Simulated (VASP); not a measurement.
Write the native input for VASP 6.6.1 that does the following.

- Task: single point
- Functional: PBE
- Potentials or basis: VASP PAW PBE potentials, release 64 (Zn, Se)
- Cutoff: 520 eV
- k mesh: 6 × 6 × 6
- Occupations: gaussian, width 0.01 eV
- Spin: no spin polarisation
- Dipole correction: no
- Further INCAR settings: ALGO = Normal; EDIFF = 1e-07; NBANDS = 16

The structure of ZnSe (Stilleite) lies in POSCAR:

```
ZnSe
1.0
    0.0000000000      2.8942974333      2.8942974333
    2.8942974333      0.0000000000      2.8942974333
    2.8942974333      2.8942974333      0.0000000000
Zn Se
1 1
Direct
    0.0000000000      0.0000000000      0.0000000000
    0.2500000000      0.2500000000      0.2500000000
```

This cell differs from its parent crystal: volume changed by +3%.

These files were run (other wordings do the same):

INCAR

```
ALGO = Normal
EDIFF = 1E-7
ENCUT = 520
GGA = PE
ISIF = 2
ISMEAR = 0
LASPH = True
LCHARG = False
LREAL = False
LWAVE = False
NBANDS = 16
NELM = 100
PREC = Accurate
SIGMA = 0.01
```

KPOINTS

```
k-points
0
Gamma
  6 6 6
```

Potentials or basis: VASP PAW PBE potentials, release 64 (Zn, Se).

Command:

```bash
$ cat potpaw_PBE.64/Zn/POTCAR potpaw_PBE.64/Se/POTCAR > POTCAR
$ mpirun -np 1 vasp_std > vasp.out
```

It gave:

The pressure is -1.4 GPa and the band gap on the k mesh is 1.04 eV, direct.

Run time: 8 s on 1 thread of Intel(R) Xeon(R) 6975P-C (Granite Rapids), with other jobs on the host, peak memory 0.16 GiB.
